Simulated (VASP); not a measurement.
Set up this calculation in VASP 6.6.1, as the native input.

| Item | Value |
| --- | --- |
| Task | single point |
| Functional | PBE |
| Potentials or basis | VASP PAW PBE potentials, release 64 (Na_pv, Be) |
| Cutoff | 520 eV |
| k mesh | 8 × 4 × 4 |
| Occupations | gaussian, width 0.1 eV |
| Spin | no spin polarisation |
| Dipole correction | no |
| Further INCAR settings | ALGO = Fast; EDIFF = 1e-07; NBANDS = 17 |

The structure of NaBe lies in POSCAR:

```
NaBe
1.0
    2.4626486790      0.0000000000      0.0000000000
    0.0032745327      5.4274272640      0.0000000000
    1.1089758705      1.4775199332      5.3032626754
Na Be
2 2
Direct
    0.9083382165      0.6850340898      0.1860795126
    0.0916617835      0.3149659102      0.8139204874
    0.3122000578      0.1285146526      0.3632112682
    0.6877999422      0.8714853474      0.6367887318
```

The input as run:

INCAR

```
PREC = Accurate ; ENCUT = 520
EDIFF = 1E-7 ; ISMEAR = 0
SIGMA = 0.1 ; LREAL = F
LASPH = T ; NELM = 100
ALGO = Fast ; ISIF = 2
LWAVE = F ; LCHARG = F
GGA = PE ; NBANDS = 17
```

KPOINTS

```
regular mesh
0
Gamma
  8 4 4
```

Potentials or basis: VASP PAW PBE potentials, release 64 (Na_pv, Be).

Command:

```bash
$ cat potpaw_PBE.64/Na_pv/POTCAR potpaw_PBE.64/Be/POTCAR > POTCAR
$ mpirun -np 1 vasp_std > vasp.out
```

Results of the run:

```json
{"Pressure": "0.1 GPa", "Largest force": "0.016 eV/Å", "Band gap on the k mesh": "zero (bands 9 and 10 overlap by 3.81 eV)"}
```

Run time: 3.3 min on 1 thread of Intel Xeon 8259CL (shared host), peak memory 0.21 GiB.
